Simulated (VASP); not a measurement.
Write the native input for VASP 6.6.1 that does the following.

- Task: single point
- Functional: r2SCAN
- Potentials or basis: VASP PAW PBE potentials, release 64 (Ga_d)
- Cutoff: 520 eV
- k mesh: 10 × 10 × 8
- Occupations: fermi-dirac, width 0.05 eV
- Spin: no spin polarisation
- Dipole correction: no
- Further INCAR settings: ALGO = Normal; EDIFF = 1e-06; NBANDS = 20

Ga:

```
Ga
1.0
     1.43040   -4.01006    0.00000
     1.43040    4.01006    0.00000
     0.00000    0.00000    3.12716
Ga
2
Cartesian
  1.4304 2.9434 2.3454
  1.4304 -2.9434 0.7818
```

These files were run (other wordings do the same):

POSCAR

```
Ga
1.0
    1.4304030031     -4.0100608329      0.0000000000
    1.4304030031      4.0100608329      0.0000000000
    0.0000000000      0.0000000000      3.1271569103
Ga
2
Direct
    0.1330000000      0.8670000000      0.7500000000
    0.8670000000      0.1330000000      0.2500000000
```

INCAR.step1

```
SYSTEM = Ga
PREC = Accurate
ENCUT = 520
ISMEAR = -1
SIGMA = 0.05
LREAL = .FALSE.
LASPH = .TRUE.
NELM = 60
NBANDS = 20
GGA = PE
ALGO = Normal
EDIFF = 1E-4
LWAVE = .TRUE.
LCHARG = .FALSE.
```

INCAR.step2

```
SYSTEM = Ga
PREC = Accurate
ENCUT = 520
EDIFF = 1E-6
ISMEAR = -1
SIGMA = 0.05
LREAL = .FALSE.
LASPH = .TRUE.
NELM = 60
ALGO = Normal
ISIF = 2
LWAVE = .FALSE.
LCHARG = .TRUE.
METAGGA = R2SCAN
LMIXTAU = .TRUE.
LELF = .TRUE.
LVHAR = .TRUE.
NBANDS = 20
ISTART = 1
```

KPOINTS

```
Automatic mesh
0
G
  10 10 8
  0 0 0
```

Potentials or basis: VASP PAW PBE potentials, release 64 (Ga_d).

Launch:

```sh
$ cat potpaw_PBE.64/Ga_d/POTCAR > POTCAR
$ cp INCAR.step1 INCAR
$ mpirun -np 1 vasp_std > vasp.out
$ cp INCAR.step2 INCAR
$ mpirun -np 1 vasp_std > vasp.out
```

Results of the run:

* Pressure: 0.7 GPa
* Largest force: 0.266 eV/Å
* Band gap on the k mesh: zero (band 13 reaches 11.46 eV, above the bottom of band 14 at 1.29 eV)

Caveat: the PAW data sets were made with another functional, which shifts forces and pressure a little.

Wall time 100 s on 1 thread of Intel(R) Xeon(R) 6975P-C (Granite Rapids), on a shared host, peak memory 0.23 GiB.
